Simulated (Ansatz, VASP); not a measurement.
HfO2: VASP beside Ansatz

The input POSCAR:

```
HfO2
1.0
   -2.5575000000     -2.5575000000      0.0000000000
    2.5575000000     -2.5575000000      0.0000000000
    0.0000000000      0.0000000000     12.2300000000
Hf O
4 8
Direct
    0.0000000000      0.0000000000      0.7841884710
    0.5000000000      0.5000000000      0.1568376942
    0.0000000000      0.0000000000      0.3659546198
    0.5000000000      0.5000000000      0.5750715454
    0.5000000000      0.0000000000      0.0522792314
    0.0000000000      0.5000000000      0.2613961570
    0.5000000000      0.0000000000      0.4705130826
    0.0000000000      0.5000000000      0.6796300082
    0.5000000000      0.0000000000      0.2613961570
    0.0000000000      0.5000000000      0.4705130826
    0.5000000000      0.0000000000      0.6796300082
    0.0000000000      0.5000000000      0.0522792314
```

The input INCAR.step1:

```
SYSTEM = HfO2
PREC = Accurate
ENCUT = 520
ISMEAR = 0
SIGMA = 0.05
LREAL = .False.
LASPH = .True.
NELM = 80
NBANDS = 56
GGA = PE
ALGO = Normal
EDIFF = 1E-4
LWAVE = .True.
LCHARG = .False.
```

The input INCAR.step2:

```
SYSTEM = HfO2
PREC = Accurate
ENCUT = 520
EDIFF = 1E-6
ISMEAR = 0
SIGMA = 0.05
LREAL = .False.
LASPH = .True.
NELM = 80
ALGO = Normal
ISIF = 2
LWAVE = .False.
LCHARG = .False.
METAGGA = R2SCAN
LMIXTAU = .True.
NBANDS = 56
ISTART = 1
```

KPOINTS

```
Automatic mesh
0
Gamma
  6 6 3
  0 0 0
```

Input for Ansatz:

```yaml
crystal:
  lattice:
    - [-2.5575, -2.5575, 0.0]
    - [2.5575, -2.5575, 0.0]
    - [0.0, 0.0, 12.23]
  atoms:
    - { symbol: Hf, position: [0.0, 0.0, 0.784188471] }
    - { symbol: Hf, position: [0.5, 0.5, 0.1568376942] }
    - { symbol: Hf, position: [0.0, 0.0, 0.3659546198] }
    - { symbol: Hf, position: [0.5, 0.5, 0.5750715454] }
    - { symbol: O, position: [0.5, 0.0, 0.0522792314] }
    - { symbol: O, position: [0.0, 0.5, 0.261396157] }
    - { symbol: O, position: [0.5, 0.0, 0.4705130826] }
    - { symbol: O, position: [0.0, 0.5, 0.6796300082] }
    - { symbol: O, position: [0.5, 0.0, 0.261396157] }
    - { symbol: O, position: [0.0, 0.5, 0.4705130826] }
    - { symbol: O, position: [0.5, 0.0, 0.6796300082] }
    - { symbol: O, position: [0.0, 0.5, 0.0522792314] }
basis:
  ecutwfc: 500
kpoints:
  mp_grid: { grid: [6, 6, 3] }
hamiltonian:
  xc: r2scan
scf:
  occupations: { method: gaussian, width: 0.05 }
output:
  forces: true
  stress: true
  eigenvalues: true
```

Alike in both runs: task single point; functional r2SCAN; k mesh 6 × 6 × 3; occupations gaussian, width 0.05 eV; no spin polarisation.

|  | VASP | Ansatz |
| --- | --- | --- |
| version | VASP 6.6.1 | Ansatz 0.2.0 |
| potentials or method | VASP PAW PBE potentials, release 64 (Hf_pv, O), cutoff 520 eV | scalar-relativistic, plane waves, PAW |
| valence electrons in the cell | 88 | 152 |

Ansatz gave:

* gap on the k mesh at the Fermi level (eV): none
* pressure (GPa): -12.4
* traceless stress, the component that is largest in VASP (GPa): -3.04
* rms of the force components (eV/Å): 0.938

Estimate VASP's values.

gap on the k mesh at the Fermi level (eV): none; pressure (GPa): -15.1; traceless stress, the component that is largest in VASP (GPa): -3.02; rms of the force components (eV/Å): 0.939.

VASP's potentials were made for PBE, not for r2SCAN. Atom by atom the forces differ by 0.057 eV/Å (rms over components). A gap of «none» marks a metal or a gap that the smearing closes. The functional is the same, so the differences come from potentials, cutoffs and numerics. VASP's potentials hold 88 valence electrons a cell and Ansatz's 152, so a difference there can come from the potentials and not from the codes.

Neither program's run includes spin-orbit coupling.
